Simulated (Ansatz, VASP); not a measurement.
**Two plane-wave programs on RbBr**

File INCAR:

```
PREC = Accurate
ENCUT = 520
EDIFF = 1E-7
ISMEAR = 0
SIGMA = 0.01
LREAL = False
LASPH = True
NELM = 100
ALGO = Normal
ISIF = 2
LWAVE = False
LCHARG = False
GGA = PE
NBANDS = 15
```

Contents of KPOINTS:

```
Automatic mesh
0
Gamma
  6 6 6
```

The input POSCAR:

```
RbBr
1.0
    0.0000000000      3.5087372834      3.5087372834
    3.5087372834      0.0000000000      3.5087372834
    3.5087372834      3.5087372834      0.0000000000
Rb Br
1 1
Direct
    0.0000000000      0.0000000000      0.0000000000
    0.5000000000      0.5000000000      0.5000000000
```

Input for Ansatz:

```yaml
crystal:
  lattice:
    - [0.0, 3.5087372834, 3.5087372834]
    - [3.5087372834, 0.0, 3.5087372834]
    - [3.5087372834, 3.5087372834, 0.0]
  atoms:
    - { symbol: Rb, position: [0.0, 0.0, 0.0] }
    - { symbol: Br, position: [0.5, 0.5, 0.5] }
kpoints:
  mp_grid: { grid: [6, 6, 6] }
hamiltonian:
  xc: pbe
scf:
  occupations: { method: fixed }
  n_extra_bands: 4
output:
  forces: true
  stress: true
  eigenvalues: true
```

Alike in both runs: task single point; functional PBE; k mesh 6 × 6 × 6; no spin polarisation.

```csv
,VASP,Ansatz
version,VASP 6.6.1,Ansatz 0.2.0
potentials or method,"VASP PAW PBE potentials, release 64 (Rb_sv, Br)","plane waves, PAW"
plane-wave cutoff (eV),520,420
occupations,"gaussian, width 0.01 eV",fixed
valence electrons in the cell,16,16
```

|  | VASP | Ansatz | Ansatz less VASP |
| --- | --- | --- | --- |
| gap on the k mesh at the Fermi level (eV) | 4.19 | 4.19 | +0.002 |
| pressure (GPa) | 0.0 | 0.0 | -0.02 |
